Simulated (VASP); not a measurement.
# Al (Im-3m) in VASP: a series of runs, part 2 of 3

VASP 6.6.1.

## 3. Single point, RPBE (volume scaled by 0.88)

Input file INCAR:

```
ALGO = Normal ; EDIFF = 1E-6
ENCUT = 520 ; GGA = RP
ISIF = 2 ; ISMEAR = -1
LASPH = T ; LCHARG = T
LELF = T ; LREAL = F
LVHAR = T ; LWAVE = F
NBANDS = 8 ; NELM = 80
PREC = Accurate ; SIGMA = 0.1
```

Input file KPOINTS:

```
k-points
0
Gamma
  15 15 15
```

Input file POSCAR:

```
Al
1.0
   -1.5605075831      1.5605075831      1.5605075831
    1.5605075831     -1.5605075831      1.5605075831
    1.5605075831      1.5605075831     -1.5605075831
Al
1
Direct
    0.0000000000      0.0000000000      0.0000000000
```

Potentials or basis: VASP PAW PBE potentials, release 64 (Al).

On the command line:

```sh
cat potpaw_PBE.64/Al/POTCAR > POTCAR
mpirun -np 1 vasp_std > vasp.out
```

OUTCAR:

```text
EDIFF = 1E-6
   ENCUT = 520
   GGA = RP
   ISIF = 2
   ISMEAR = -1
   LASPH = T
   LREAL = F
   NELM = 80
   PREC = Accurate

 ion  position               nearest neighbor table
   1  0.000  0.000  0.000-

  LATTYP: Found a body centered cubic cell.
 ALAT       =     3.1210151662

  Lattice vectors:

 A1 = (  -1.5605075831,   1.5605075831,   1.5605075831)
 A2 = (   1.5605075831,  -1.5605075831,   1.5605075831)
 A3 = (   1.5605075831,   1.5605075831,  -1.5605075831)

Analysis of symmetry for initial positions (statically):
=====================================================================
 Subroutine PRICEL returns:
 Original cell was already a primitive cell.

 Routine SETGRP: Setting up the symmetry group for a
 body centered cubic supercell.

 Subroutine GETGRP returns: Found 48 space group operations
 (whereof 48 operations were pure point group operations)
 out of a pool of 48 trial point group operations.

The static configuration has the point symmetry O_h .

Analysis of symmetry for dynamics (positions and initial velocities):
=====================================================================
 Subroutine PRICEL returns:
 Original cell was already a primitive cell.

 Routine SETGRP: Setting up the symmetry group for a
 body centered cubic supercell.

 Subroutine GETGRP returns: Found 48 space group operations
 (whereof 48 operations were pure point group operations)
 out of a pool of 48 trial point group operations.

The dynamic configuration has the point symmetry O_h .

 Subroutine INISYM returns: Found 48 space group operations
 (whereof 48 operations are pure point group operations),
 and found     1 'primitive' translations

----------------------------------------------------------------------------------------

                                     Primitive cell

  volume of cell :      15.2005
[... 100 lines left out ...]
   EMIN   =  10.00;   EMAX   =-10.00  energy-range for DOS
   EFERMI =   0.00;   METHOD = LEGACY
   ISMEAR =    -1;   SIGMA  =   0.10  broadening in eV -4-tet -1-fermi 0-gaus
   EFERMI_NEDOS =   21; number of points for ismear=-14 and -15
   IALGO  =     38    algorithm
   IMIX   =      4    mixing-type and parameters
     AMIX     =   0.40;   BMIX     =  1.00
     AMIX_MAG =   1.60;   BMIX_MAG =  1.00
  volume/ion in A,a.u.               =      15.20       102.58
  Fermi-wavevector in a.u.,A,eV,Ry     =   0.953153  1.801198 12.360906  0.908501
  Thomas-Fermi vector in A             =   2.081782
   LORBIT       =      0    0 simple, 1 ext, 2 COOP (PROOUT), +10 PAW based schemes
   GGA     = RP    functional components
   LHFCALC =     F    Hartree Fock is set to
   AEXX    =    0.0000 exact exchange contribution
   IVDW    =     0    specifies the selected vdW correction
   LEPSILON=     F    determine dielectric tensor
   LRPA    =     F    only Hartree local field effects (RPA)
 non-spin polarized calculation
  energy-cutoff  :      520.00
  volume of cell :       15.20
 maximum number of plane-waves:       420
   NGX =  9   NGY =  9   NGZ =  9

 number of electron       3.0000000 magnetization

 Free energy of the ion-electron system (eV)
  ---------------------------------------------------
  ext. energy  EPLUGINS =         0.00000000
  ---------------------------------------------------
  free energy    TOTEN  =        -3.35946085 eV

  energy without entropy =       -3.34664296  energy(sigma->0) =       -3.35305190

 E-fermi :   8.9988     XC(G=0): -10.4451

 val. band max:        8.9870385304   @ k =  -0.4000  -0.4000   0.1333
 cond. band min:       9.1170496703   @ k =   0.3333   0.0667   0.0000
 fundamental gap:      0.1300111398
 Fermi energy:         8.9988317714

 k-point     1 :       0.0000    0.0000    0.0000
  band No.  band energies     occupation
      1      -2.7336      2.00000
      2      22.7525      0.00000
      3      22.7525      0.00000
      4      22.7525      0.00000
      5      25.0866      0.00000
      6      25.0866      0.00000
      7      25.0866      0.00000
      8      25.9308      0.00000
[... 243 lines left out ...]
 k-point    24 :       0.4000    0.2000    0.0000
  band No.  band energies     occupation
      1       5.1712      2.00000
      2       5.9114      2.00000
      3      11.3196      0.00000
      4      16.9329      0.00000
      5      22.6766      0.00000
      6      26.7014      0.00000
      7      27.5855      0.00000
      8      30.1802      0.00000

 [... further k-points ...]
[... 5 lines left out ...]
  --------------------------------------------------------------------------------------
  -------------------------------------------------------------------------------------
  Total        1.0332266      1.0332266      1.0332266      0.0000000      0.0000000      0.0000000
  in kB      108.9051717    108.9051717    108.9051717      0.0000000      0.0000000      0.0000000
  external PRESSURE =     108.9051717 kB  Pullay stress =       0.0000000 kB

 VOLUME and BASIS-vectors are now :
 -----------------------------------------------------------------------------
  energy-cutoff  :      520.00
  volume of cell :       15.20
      direct lattice vectors                 reciprocal lattice vectors
    -1.560507583  1.560507583  1.560507583     0.000000000  0.320408568  0.320408568
     1.560507583 -1.560507583  1.560507583     0.320408568  0.000000000  0.320408568
     1.560507583  1.560507583 -1.560507583     0.320408568  0.320408568  0.000000000

 POSITION                                       TOTAL-FORCE (eV/Angst)
 -----------------------------------------------------------------------------------
      0.00000      0.00000      0.00000         0.000000     -0.000000      0.000000
 -----------------------------------------------------------------------------------
    total drift:                                0.000000      0.000000     -0.000000

  FREE ENERGIE OF THE ION-ELECTRON SYSTEM (eV)
  ---------------------------------------------------
  free  energy   TOTEN  =        -3.3594608463 eV

  energy  without entropy=       -3.3466429563  energy(sigma->0) =       -3.35305190
```

OSZICAR:

```text
N       E                     dE             d eps       ncg     rms          rms(c)
DAV:   1    -0.197096886174E+01   -0.19710E+01   -0.90639E+02  1928   0.210E+02
DAV:   2    -0.337932618919E+01   -0.14084E+01   -0.13781E+01  2664   0.195E+01
DAV:   3    -0.338588268110E+01   -0.65565E-02   -0.65522E-02  2432   0.148E+00
DAV:   4    -0.338589819078E+01   -0.15510E-04   -0.15509E-04  2736   0.640E-02
DAV:   5    -0.338589822823E+01   -0.37443E-07   -0.37240E-07  2392   0.230E-03    0.201E+00
DAV:   6    -0.337067131872E+01    0.15227E-01   -0.14907E-03  2128   0.203E-01    0.116E+00
DAV:   7    -0.335948087581E+01    0.11190E-01   -0.47373E-03  2096   0.328E-01    0.201E-01
DAV:   8    -0.335946356698E+01    0.17309E-04   -0.20712E-05  2760   0.308E-02    0.829E-02
DAV:   9    -0.335946096885E+01    0.25981E-05   -0.12907E-06  2224   0.701E-03    0.144E-03
DAV:  10    -0.335946084630E+01    0.12254E-06   -0.11937E-08  1432   0.714E-04
   1 F= -.33594608E+01 E0= -.33530519E+01  d E =-.128179E-01
```

stdout:

```text
POSCAR found type information on POSCAR Al
 POSCAR found :  1 types and       1 ions
 scaLAPACK will be used
 -----------------------------------------------------------------------------
|                                                                             |
|                                                                             |
|     You enforced a specific xc type in the INCAR file but a different       |
|     I HOPE YOU KNOW WHAT YOU ARE DOING!                                     |
|                                                                             |
 -----------------------------------------------------------------------------

 LDA part: xc-table for (Slater+PW92), standard interpolation
 POSCAR, INCAR and KPOINTS ok, starting setup
 FFT: planning ... GRIDC
 FFT: planning ... GRID_SOFT
 FFT: planning ... GRID
 WAVECAR not read
 entering main loop
```

It took 4.2 s on 1 thread of Intel Xeon 6975P-C (Granite Rapids), shared host; peak memory 0.12 GiB.

What came out:

```yaml
Free_energy: -3.3595 eV
Pressure: 10.9 GPa
```

Levels at points of the mesh, in eV from the Fermi level:
| k point | band 1 | band 2 | band 3 | band 4 | band 5 |
| --- | --- | --- | --- | --- | --- |
| (0.00, 0.00, 0.00) | -11.73 | 13.75 | 13.75 | 13.75 | 16.09 |

Caveat: the PAW data sets were made with another functional, which shifts forces and pressure a little.

## 4. Single point, RPBE (volume scaled by 0.92)

Input file INCAR:

```
SYSTEM = Al
PREC     = Accurate       ! precision mode
ENCUT    = 520            ! plane-wave cutoff, eV
EDIFF    = 1E-6           ! SCF threshold, eV
ISMEAR   = -1             ! smearing method
SIGMA    = 0.1            ! smearing width, eV
LREAL    = .False.        ! projectors in reciprocal space
LASPH    = .True.         ! aspherical terms in the spheres
NELM     = 60             ! most SCF steps
ALGO     = Normal         ! electronic algorithm
ISIF     = 2              ! what is computed and relaxed
LWAVE    = .False.        ! write WAVECAR
LCHARG   = .False.        ! write CHGCAR
GGA      = RP             ! functional
NBANDS   = 8              ! bands
```

Input file KPOINTS:

```
regular mesh
0
Gamma
  15 15 15
  0 0 0
```

Input file POSCAR:

```
Al
1.0
   -1.5838021754      1.5838021754      1.5838021754
    1.5838021754     -1.5838021754      1.5838021754
    1.5838021754      1.5838021754     -1.5838021754
Al
1
Direct
    0.0000000000      0.0000000000      0.0000000000
```

Potentials or basis: VASP PAW PBE potentials, release 64 (Al).

On the command line:

```sh
cat potpaw_PBE.64/Al/POTCAR > POTCAR
mpirun -np 1 vasp_std > vasp.out
```

OUTCAR:

```text
SYSTEM = Al
   PREC = Accurate
   ENCUT = 520
   EDIFF = 1E-6
   ISMEAR = -1
   LREAL = .False.
   LASPH = .True.
   NELM = 60
   ISIF = 2
   GGA = RP

 ion  position               nearest neighbor table
   1  0.000  0.000  0.000-

  LATTYP: Found a body centered cubic cell.
 ALAT       =     3.1676043508

  Lattice vectors:

 A1 = (  -1.5838021754,   1.5838021754,   1.5838021754)
 A2 = (   1.5838021754,  -1.5838021754,   1.5838021754)
 A3 = (   1.5838021754,   1.5838021754,  -1.5838021754)

Analysis of symmetry for initial positions (statically):
=====================================================================
 Subroutine PRICEL returns:
 Original cell was already a primitive cell.

 Routine SETGRP: Setting up the symmetry group for a
 body centered cubic supercell.

 Subroutine GETGRP returns: Found 48 space group operations
 (whereof 48 operations were pure point group operations)
 out of a pool of 48 trial point group operations.

The static configuration has the point symmetry O_h .

Analysis of symmetry for dynamics (positions and initial velocities):
=====================================================================
 Subroutine PRICEL returns:
 Original cell was already a primitive cell.

 Routine SETGRP: Setting up the symmetry group for a
 body centered cubic supercell.

 Subroutine GETGRP returns: Found 48 space group operations
 (whereof 48 operations were pure point group operations)
 out of a pool of 48 trial point group operations.

The dynamic configuration has the point symmetry O_h .

 Subroutine INISYM returns: Found 48 space group operations
 (whereof 48 operations are pure point group operations),
 and found     1 'primitive' translations

----------------------------------------------------------------------------------------

                                     Primitive cell

[... 102 lines left out ...]
   EFERMI =   0.00;   METHOD = LEGACY
   ISMEAR =    -1;   SIGMA  =   0.10  broadening in eV -4-tet -1-fermi 0-gaus
   EFERMI_NEDOS =   21; number of points for ismear=-14 and -15
   IALGO  =     38    algorithm
   IMIX   =      4    mixing-type and parameters
     AMIX     =   0.40;   BMIX     =  1.00
     AMIX_MAG =   1.60;   BMIX_MAG =  1.00
  volume/ion in A,a.u.               =      15.89       107.24
  Fermi-wavevector in a.u.,A,eV,Ry     =   0.939134  1.774706 11.999971  0.881973
  Thomas-Fermi vector in A             =   2.066416
   LORBIT       =      0    0 simple, 1 ext, 2 COOP (PROOUT), +10 PAW based schemes
   GGA     = RP    functional components
   LHFCALC =     F    Hartree Fock is set to
   AEXX    =    0.0000 exact exchange contribution
   IVDW    =     0    specifies the selected vdW correction
   LEPSILON=     F    determine dielectric tensor
   LRPA    =     F    only Hartree local field effects (RPA)
 non-spin polarized calculation
  energy-cutoff  :      520.00
  volume of cell :       15.89
 maximum number of plane-waves:       442
   NGX = 11   NGY = 11   NGZ = 11

 number of electron       3.0000000 magnetization

 Free energy of the ion-electron system (eV)
  ---------------------------------------------------
  ext. energy  EPLUGINS =         0.00000000
  ---------------------------------------------------
  free energy    TOTEN  =        -3.39626382 eV

  energy without entropy =       -3.38281989  energy(sigma->0) =       -3.38954186

 E-fermi :   8.5046     XC(G=0): -10.2819

 val. band max:        8.4809492133   @ k =  -0.4000   0.4000   0.2000
 cond. band min:       8.5946105024   @ k =   0.2667   0.2667   0.0667
 fundamental gap:      0.1136612891
 Fermi energy:         8.5046115584

 k-point     1 :       0.0000    0.0000    0.0000
  band No.  band energies     occupation
      1      -2.9027      2.00000
      2      21.9833      0.00000
      3      21.9833      0.00000
      4      21.9833      0.00000
      5      23.9023      0.00000
      6      23.9023      0.00000
      7      23.9023      0.00000
      8      25.0864      0.00000
[... 243 lines left out ...]
 k-point    24 :       0.4000    0.2000    0.0000
  band No.  band energies     occupation
      1       4.8327      2.00000
      2       5.4616      2.00000
      3      10.7480      0.00000
      4      16.1796      0.00000
      5      21.8164      0.00000
      6      25.6693      0.00000
      7      26.6550      0.00000
      8      29.0323      0.00000

 [... further k-points ...]
[... 5 lines left out ...]
  --------------------------------------------------------------------------------------
  -------------------------------------------------------------------------------------
  Total        0.6274678      0.6274678      0.6274678     -0.0000000      0.0000000     -0.0000000
  in kB       63.2614667     63.2614667     63.2614667     -0.0000000      0.0000000     -0.0000000
  external PRESSURE =      63.2614667 kB  Pullay stress =       0.0000000 kB

 VOLUME and BASIS-vectors are now :
 -----------------------------------------------------------------------------
  energy-cutoff  :      520.00
  volume of cell :       15.89
      direct lattice vectors                 reciprocal lattice vectors
    -1.583802175  1.583802175  1.583802175     0.000000000  0.315695993  0.315695993
     1.583802175 -1.583802175  1.583802175     0.315695993  0.000000000  0.315695993
     1.583802175  1.583802175 -1.583802175     0.315695993  0.315695993  0.000000000

 POSITION                                       TOTAL-FORCE (eV/Angst)
 -----------------------------------------------------------------------------------
      0.00000      0.00000      0.00000        -0.000000     -0.000000     -0.000000
 -----------------------------------------------------------------------------------
    total drift:                                0.000000      0.000000      0.000000

  FREE ENERGIE OF THE ION-ELECTRON SYSTEM (eV)
  ---------------------------------------------------
  free  energy   TOTEN  =        -3.3962638207 eV

  energy  without entropy=       -3.3828198939  energy(sigma->0) =       -3.38954186
```

stdout:

```text
POSCAR found type information on POSCAR Al
 POSCAR found :  1 types and       1 ions
 scaLAPACK will be used
 -----------------------------------------------------------------------------
|                                                                             |
|                                                                             |
|     You enforced a specific xc type in the INCAR file but a different       |
|     I HOPE YOU KNOW WHAT YOU ARE DOING!                                     |
|                                                                             |
 -----------------------------------------------------------------------------

 LDA part: xc-table for (Slater+PW92), standard interpolation
 POSCAR, INCAR and KPOINTS ok, starting setup
 FFT: planning ... GRIDC
 FFT: planning ... GRID_SOFT
 FFT: planning ... GRID
 WAVECAR not read
 entering main loop
```

Wall time 4.1 s (1 thread of Intel Xeon 6975P-C (Granite Rapids), shared host); peak memory 0.12 GiB.

What came out:

```
Free energy : -3.3963 eV
Pressure    : 6.3 GPa
```

Levels at points of the mesh, in eV from the Fermi level:
| k point | band 1 | band 2 | band 3 | band 4 | band 5 |
| --- | --- | --- | --- | --- | --- |
| (0.00, 0.00, 0.00) | -11.41 | 13.48 | 13.48 | 13.48 | 15.40 |

Caveat: the PAW data sets were made with another functional, which shifts forces and pressure a little.

[end of part 2 of 3]
